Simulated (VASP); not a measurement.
# SiC (F-43m) in VASP: single point with PBE0

Aim: the single point of SiC with PBE0.

Everything below comes from runs of VASP 6.6.1. Logs are shortened: lines on timing, memory, paths and dates and some standing lists are left out, and cuts for length are marked.

### Step 1. The cell of the first run

The structure is cubic, space group F-43m (No. 216). The conventional cell has a = 4.380 Å, b = 4.380 Å, c = 4.380 Å, α = 90.00°, β = 90.00°, γ = 90.00°. Si (site symmetry -43m) has 4 C at 1.90 Å within 2.5 Å. Within 2.5 Å of C (site symmetry -43m) lie 4 Si at 1.90 Å.

### Step 2. Single point, PBE0

The input, POSCAR:

```
SiC
1.0
    3.0969462161      0.0000000000      0.0000000000
    0.0000000000      4.3797433407      0.0000000000
    0.0000000000      0.0000000000      3.0969462161
Si C
2 2
Direct
    0.0000000000      0.0000000000      0.0000000000
    0.5000000000      0.5000000000      0.5000000000
    0.0000000000      0.2500000000      0.5000000000
    0.5000000000      0.7500000000      0.0000000000
```

The input, INCAR.step1:

```
SYSTEM = SiC
ALGO = Normal ; EDIFF = 1E-5
ENCUT = 520 ; GGA = PE
GGA_COMPAT = .False. ; ISIF = 2
ISMEAR = 0 ; LASPH = .True.
LCHARG = .False. ; LREAL = .False.
LWAVE = .True. ; NBANDS = 16
NELM = 120 ; PREC = Accurate
SIGMA = 0.01
```

The input, INCAR.step2:

```
SYSTEM = SiC
AEXX = 0.25 ; ALGO = Normal
EDIFF = 1E-6 ; ENCUT = 520
GGA = PE ; GGA_COMPAT = .False.
ISIF = 2 ; ISMEAR = 0
ISTART = 1 ; LASPH = .True.
LCHARG = .False. ; LHFCALC = .True.
LREAL = .False. ; LWAVE = .False.
NBANDS = 16 ; NELM = 120
PREC = Accurate ; PRECFOCK = Normal
SIGMA = 0.01
```

The input, KPOINTS:

```
k-points
0
Gamma
  6 4 6
  0 0 0
```

Potentials or basis: VASP PAW PBE potentials, release 64 (Si, C).

Run with:

```
$ cat potpaw_PBE.64/Si/POTCAR potpaw_PBE.64/C/POTCAR > POTCAR
$ cp INCAR.step1 INCAR
$ mpirun -np 1 vasp_std > vasp.out
$ cp INCAR.step2 INCAR
$ mpirun -np 1 vasp_std > vasp.out
```

OUTCAR:

```text
SYSTEM = SiC
   AEXX = 0.25
   EDIFF = 1E-6
   ENCUT = 520
   GGA = PE
   ISIF = 2
   ISMEAR = 0
   ISTART = 1
   LASPH = .True.
   LHFCALC = .True.
   LREAL = .False.
   NELM = 120
   PREC = Accurate
   PRECFOCK = Normal

 ion  position               nearest neighbor table
   1  0.000  0.000  0.000-   3 1.90   4 1.90   3 1.90   4 1.90   2 3.10   2 3.10   2 3.10   2 3.10
                             2 3.10   2 3.10   2 3.10   2 3.10
   2  0.500  0.500  0.500-   3 1.90   4 1.90   4 1.90   3 1.90   1 3.10   1 3.10   1 3.10   1 3.10
                             1 3.10   1 3.10   1 3.10   1 3.10
   3  0.000  0.250  0.500-   1 1.90   2 1.90   1 1.90   2 1.90
   4  0.500  0.750  0.000-   1 1.90   2 1.90   2 1.90   1 1.90

  LATTYP: Found a simple tetragonal cell.
 ALAT       =     3.0969462161
 C/A-ratio  =     1.4142135624

  Lattice vectors:

 A1 = (  -3.0969462161,   0.0000000000,   0.0000000000)
 A2 = (   0.0000000000,   0.0000000000,   3.0969462161)
 A3 = (   0.0000000000,   4.3797433407,   0.0000000000)

Analysis of symmetry for initial positions (statically):
=====================================================================
 Subroutine PRICEL returns following result:

  LATTYP: Found a face centered cubic cell.
 ALAT       =     4.3797433407

  Lattice vectors:

 A1 = (  -1.5484731081,   2.1898716703,   1.5484731081)
 A2 = (   0.0000000000,   0.0000000000,   3.0969462161)
 A3 = (   1.5484731081,   2.1898716704,   1.5484731081)

   2 primitive cells build up your supercell.

 Routine SETGRP: Setting up the symmetry group for a
 simple tetragonal supercell.

 Subroutine GETGRP returns: Found  8 space group operations
 (whereof  8 operations were pure point group operations)
 out of a pool of 16 trial point group operations.

The static configuration has the point symmetry D_2d.

Analysis of symmetry for dynamics (positions and initial velocities):
=====================================================================
 Subroutine PRICEL returns following result:

  LATTYP: Found a face centered cubic cell.
 ALAT       =     4.3797433407

  Lattice vectors:

 A1 = (  -1.5484731081,   2.1898716703,   1.5484731081)
 A2 = (   0.0000000000,   0.0000000000,   3.0969462161)
 A3 = (   1.5484731081,   2.1898716704,   1.5484731081)

   2 primitive cells build up your supercell.

 Routine SETGRP: Setting up the symmetry group for a
 simple tetragonal supercell.

 Subroutine GETGRP returns: Found  8 space group operations
 (whereof  8 operations were pure point group operations)
 out of a pool of 16 trial point group operations.

The dynamic configuration has the point symmetry D_2d.

 Subroutine INISYM returns: Found  8 space group operations
 (whereof  8 operations are pure point group operations),
 and found     2 'primitive' translations

----------------------------------------------------------------------------------------

                                     Primitive cell

  volume of cell :      21.0032

  direct lattice vectors                    reciprocal lattice vectors
    -1.548473108  2.189871670  1.548473108    -0.322898730  0.228323882  0.000000000
     0.000000000  0.000000000  3.096946216     0.000000000 -0.228323882  0.322898730
     1.548473108  2.189871670  1.548473108     0.322898730  0.228323882  0.000000000

  length of vectors
     3.096946216  3.096946216  3.096946216     0.395468564  0.395468564  0.395468564

  position of ions in fractional coordinates (direct lattice)
     0.000000000  0.000000000  0.000000000
     0.250000000  0.250000000  0.250000000

  ion indices of the primitive-cell ions
   primitive index   ion index
                 1           1
                 2           3

----------------------------------------------------------------------------------------

 KPOINTS: k-points

Automatic generation of k-mesh.
 Grid dimensions read from file:
 generate k-points for:    6    4    6

 Generating k-lattice:

  Cartesian coordinates                     Fractional coordinates (reciprocal lattice)
     0.053816455  0.000000000  0.000000000     0.166666667  0.000000000  0.000000000
     0.000000000  0.057080970  0.000000000     0.000000000  0.250000000  0.000000000
     0.000000000  0.000000000  0.053816455     0.000000000  0.000000000  0.166666667

  Length of vectors
     0.053816455  0.057080970  0.053816455

  Shift w.r.t. Gamma in fractional coordinates (k-lattice)
     0.000000000  0.000000000  0.000000000

 Subroutine IBZKPT returns following result:
 ===========================================

 Found     30 irreducible k-points:

 Following reciprocal coordinates:
            Coordinates               Weight
  0.000000  0.000000  0.000000      1.000000
  0.166667  0.000000  0.000000      4.000000
  0.333333  0.000000  0.000000      4.000000
  0.500000  0.000000  0.000000      2.000000
  0.000000  0.250000  0.000000      2.000000
  0.166667  0.250000  0.000000      8.000000
[... 16 lines left out ...]
  0.500000  0.000000  0.333333      4.000000
  0.333333  0.250000  0.333333      8.000000
 [... further k-points ...]
   k-points           NKPTS =     30   k-points in BZ     NKDIM =    144   number of bands    NBANDS=     16
   number of dos      NEDOS =    301   number of ions     NIONS =      4
   total plane-waves  NPLWV =  20736
   dimension x,y,z NGX =    24 NGY =   36 NGZ =   24
   dimension x,y,z NGXF=    48 NGYF=   72 NGZF=   48
   ions per type =               2   2
   NGX,Y,Z   is equivalent  to a cutoff of  12.88, 13.66, 12.88 a.u.
   NGXF,Y,Z  is equivalent  to a cutoff of  25.77, 27.33, 25.77 a.u.
 SYSTEM =  SiC
   PREC   = accura    normal or accurate (medium, high low for compatibility)
   ISTART =      1    job   : 0-new  1-cont  2-samecut
   ICHARG =      0    charge: 1-file 2-atom 10-const
   ISPIN  =      1    spin polarized calculation?
   LNONCOLLINEAR =      F non collinear calculations
   LSORBIT =      F    spin-orbit coupling
   LASPH  =      T    aspherical Exc in radial PAW
   ENCUT  =  520.0 eV  38.22 Ry    6.18 a.u.   5.76  8.14  5.76*2*pi/ulx,y,z
   NELM   =    120;   NELMIN=  2; NELMDL=  0     # of ELM steps
   EDIFF  = 0.1E-05   stopping-criterion for ELM
   LREAL  =      F    real-space projection
   EDIFFG = 0.1E-04   stopping-criterion for IOM
   NSW    =      0    number of steps for IOM
   IBRION =     -1    ionic relax: 0-MD 1-quasi-New 2-CG
   NFREE  =      0    steps in history (QN), initial steepest desc. (CG)
   ISIF   =      2    stress and relaxation
   ISYM   =      3    0-nonsym 1-usesym 2-fastsym
   POTIM  = 0.5000    time-step for ionic-motion
   TEBEG  =    0.0;   TEEND  =   0.0 temperature during run
   PSTRESS=    0.0 pullay stress
   NELECT =      16.0000    total number of electrons
   NUPDOWN=      -1.0000    fix difference up-down
   EMIN   =  10.00;   EMAX   =-10.00  energy-range for DOS
   EFERMI =   0.00;   METHOD = LEGACY
   ISMEAR =     0;   SIGMA  =   0.01  broadening in eV -4-tet -1-fermi 0-gaus
   EFERMI_NEDOS =   21; number of points for ismear=-14 and -15
   IALGO  =     38    algorithm
   IMIX   =      1    mixing-type and parameters
     AMIX     =   0.40;   BMIX     =  1.00
     AMIX_MAG =   1.60;   BMIX_MAG =  1.00
  volume/ion in A,a.u.               =      10.50        70.87
  Fermi-wavevector in a.u.,A,eV,Ry     =   1.186705  2.242548 19.160665  1.408269
  Thomas-Fermi vector in A             =   2.322872
   LORBIT       =      0    0 simple, 1 ext, 2 COOP (PROOUT), +10 PAW based schemes
   GGA     = PE    functional components
   LHFCALC =     T    Hartree Fock is set to
   PRECFOCK=normal    Normal, Fast or Accurate (Low or Medium for compatibility)
   ENCUT4O =  -1.0   cutoff for four orbital integrals eV
   NKREDX  =     1    reduce k-point grid by
   NKREDY  =     1    reduce k-point grid by
   NKREDZ  =     1    reduce k-point grid by
   AEXX    =    0.2500 exact exchange contribution
   HFSCREEN=    0.0000 screening length (either q_TF or 0.3 A-1)
   HFSCREENC=   0.0000 screening length for correlation (either q_TF or 0.3 A-1)
   ENCUTFOCK=  -1.0 apply spherical cutoff to Coloumb kernel
   IVDW    =     0    specifies the selected vdW correction
   LEPSILON=     F    determine dielectric tensor
   LRPA    =     F    only Hartree local field effects (RPA)
 non-spin polarized calculation
 Gauss-broadening in eV      SIGMA  =   0.01
  energy-cutoff  :      520.00
  volume of cell :       42.01
 maximum number of plane-waves:      1176
 NGX is ok and might be reduce to    24
  NGX = 18; NGY = 28; NGZ = 18

 number of electron      15.9999997 magnetization

 Free energy of the ion-electron system (eV)
  ---------------------------------------------------
  ext. energy  EPLUGINS =         0.00000000
  ---------------------------------------------------
  free energy    TOTEN  =       -36.94535854 eV

  energy without entropy =      -36.94535854  energy(sigma->0) =      -36.94535854

 E-fermi :   7.0356     XC(G=0):  -8.9006

 val. band max:        6.9509231731   @ k =   0.0000   0.0000   0.0000
 cond. band min:       9.9249145843   @ k =   0.5000   0.0000   0.5000
 fundamental gap:      2.9739914112
 Fermi energy:         7.0355598918

 k-point     1 :       0.0000    0.0000    0.0000
  band No.  band energies     occupation
      1      -9.9678      2.00000
      2      -4.6221      2.00000
      3      -1.5913      2.00000
      4       3.4631      2.00000
      5       3.4631      2.00000
      6       6.9466      2.00000
[... 8 lines left out ...]
     15      23.4868      0.00000
     16      23.4868      0.00000

 k-point     2 :       0.1667    0.0000    0.0000
  band No.  band energies     occupation
      1      -9.5800      2.00000
      2      -4.5530      2.00000
      3      -1.2994      2.00000
      4       1.8202      2.00000
      5       3.7576      2.00000
      6       5.3422      2.00000
[... 8 lines left out ...]
     15      21.5956      0.00000
     16      22.2475      0.00000

 k-point     3 :       0.3333    0.0000    0.0000
  band No.  band energies     occupation
      1      -8.4485      2.00000
      2      -5.0297      2.00000
      3      -0.7703      2.00000
      4       0.8388      2.00000
      5       2.6487      2.00000
      6       4.3110      2.00000
[... 8 lines left out ...]
     15      19.9692      0.00000
     16      20.7857      0.00000

 k-point     4 :       0.5000    0.0000    0.0000
  band No.  band energies     occupation
      1      -6.7254      2.00000
      2      -6.7254      2.00000
      3       0.4131      2.00000
      4       0.4131      2.00000
      5       2.2340      2.00000
      6       2.2340      2.00000
[... 8 lines left out ...]
     15      18.9765      0.00000
     16      18.9765      0.00000

 k-point     5 :       0.0000    0.2500    0.0000
  band No.  band energies     occupation
      1      -9.5311      2.00000
      2      -6.2696      2.00000
      3       0.3924      2.00000
      4       3.8228      2.00000
      5       3.8228      2.00000
      6       5.7269      2.00000
[... 8 lines left out ...]
     15      20.5137      0.00000
     16      22.2065      0.00000

 k-point     6 :       0.1667    0.2500    0.0000
  band No.  band energies     occupation
      1      -9.1504      2.00000
      2      -6.0035      2.00000
      3      -0.0187      2.00000
      4       2.7811      2.00000
      5       3.6613      2.00000
      6       4.0986      2.00000
[... 8 lines left out ...]
     15      20.5057      0.00000
     16      20.8143      0.00000
[... 267 lines left out ...]
 k-point    21 :       0.5000    0.5000    0.1667
  band No.  band energies     occupation
      1      -5.8510      2.00000
      2      -5.8510      2.00000
      3      -2.0146      2.00000
      4      -2.0146      2.00000
      5       4.1763      2.00000
      6       4.1763      2.00000
[... 8 lines left out ...]
     15      20.3166      0.00000
     16      20.3166      0.00000

 k-point    22 :       0.3333    0.0000    0.3333
  band No.  band energies     occupation
      1      -6.9874      2.00000
      2      -4.4494      2.00000
      3      -1.0430      2.00000
      4       1.3516      2.00000
      5       2.0559      2.00000
      6       2.2407      2.00000
[... 8 lines left out ...]
     15      21.4317      0.00000
     16      21.4321      0.00000

 k-point    23 :       0.5000    0.0000    0.3333
  band No.  band energies     occupation
      1      -5.4279      2.00000
      2      -5.4279      2.00000
      3      -0.5007      2.00000
      4      -0.5007      2.00000
      5       3.1074      2.00000
      6       3.1074      2.00000
[... 8 lines left out ...]
     15      22.8753      0.00000
     16      22.8753      0.00000

 k-point    24 :       0.3333    0.2500    0.3333
  band No.  band energies     occupation
      1      -6.6367      2.00000
      2      -4.7642      2.00000
      3      -0.8878      2.00000
      4       0.7592      2.00000
      5       0.8132      2.00000
      6       3.0624      2.00000
[... 8 lines left out ...]
     15      21.1754      0.00000
     16      21.3136      0.00000

 [... further k-points ...]

------------------------ aborting loop because EDIFF is reached ----------------------------------------

  FORCE on cell =-STRESS in cart. coord.  units (eV):
  Direction    XX          YY          ZZ          XY          YZ          ZX
  --------------------------------------------------------------------------------------
  -------------------------------------------------------------------------------------
  Total       -1.3659913     -1.4051461     -1.3659913      0.0000000     -0.0000000      0.0000000
  in kB      -52.1005747    -53.5939876    -52.1005747      0.0000000     -0.0000000      0.0000000
  external PRESSURE =     -52.5983790 kB  Pullay stress =       0.0000000 kB

 VOLUME and BASIS-vectors are now :
 -----------------------------------------------------------------------------
  energy-cutoff  :      520.00
  volume of cell :       42.01
      direct lattice vectors                 reciprocal lattice vectors
     3.096946216  0.000000000  0.000000000     0.322898730  0.000000000  0.000000000
     0.000000000  4.379743341  0.000000000     0.000000000  0.228323882  0.000000000
     0.000000000  0.000000000  3.096946216     0.000000000  0.000000000  0.322898730

 POSITION                                       TOTAL-FORCE (eV/Angst)
 -----------------------------------------------------------------------------------
      0.00000      0.00000      0.00000        -0.000000     -0.000000      0.000000
      1.54847      2.18987      1.54847        -0.000000      0.000000     -0.000000
      0.00000      1.09494      1.54847         0.000000     -0.000000     -0.000000
      1.54847      3.28481      0.00000         0.000000      0.000000      0.000000
 -----------------------------------------------------------------------------------
    total drift:                                0.000000      0.000000     -0.000000

  FREE ENERGIE OF THE ION-ELECTRON SYSTEM (eV)
  ---------------------------------------------------
  free  energy   TOTEN  =       -36.9453585442 eV

  energy  without entropy=      -36.9453585442  energy(sigma->0) =      -36.94535854
```

Wall time 77 min (1 thread of Intel Xeon 8259CL, shared host); peak memory 0.15 GiB.

Results:

```
Free energy            : -36.9454 eV
Pressure               : -5.3 GPa
Band gap on the k mesh : 2.97 eV
```

Caveat: the cell stands under tension; the PAW data sets were made with another functional, which shifts forces and pressure a little. A k mesh can miss the band edges.
